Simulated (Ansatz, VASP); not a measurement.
## Si: VASP beside Ansatz

```xyz
2
Lattice="0.0000 2.7349 2.7349 2.7349 0.0000 2.7349 2.7349 2.7349 0.0000" Properties=species:S:1:pos:R:3 pbc="T T T"
Si    2.6989    2.7109    2.7349
Si    4.1383    4.1263    4.1023
```

Change from the starting cell: mode 4 frozen in at -0.036 Å and mode 5 at -0.024 Å (largest displacements).

Alike in both runs: task single point; functional PBE; k mesh 8 × 8 × 8; occupations gaussian, width 0.05 eV; no spin polarisation.

|  | VASP | Ansatz |
| --- | --- | --- |
| version | VASP 6.6.1 | Ansatz 0.2.0 |
| potentials or method | VASP PAW PBE potentials, release 64 (Si), cutoff 520 eV | scalar-relativistic, plane waves, PAW |
| valence electrons in the cell | 8 | 8 |

```csv
,VASP,Ansatz,Ansatz less VASP
gap on the k mesh at the Fermi level (eV),0.15,0.15,-0.004
least direct gap on the mesh (eV),1.89,1.88,-0.005
pressure (GPa),0.2,0.3,+0.08
"traceless stress, the component that is largest in VASP (GPa)",-2.55,-2.56,-0.017
rms of the force components (eV/Å),0.654,0.656,+0.0014
```

Atom by atom the forces differ by 0.001 eV/Å (rms over components). The functional is the same, so the differences come from potentials, cutoffs and numerics.
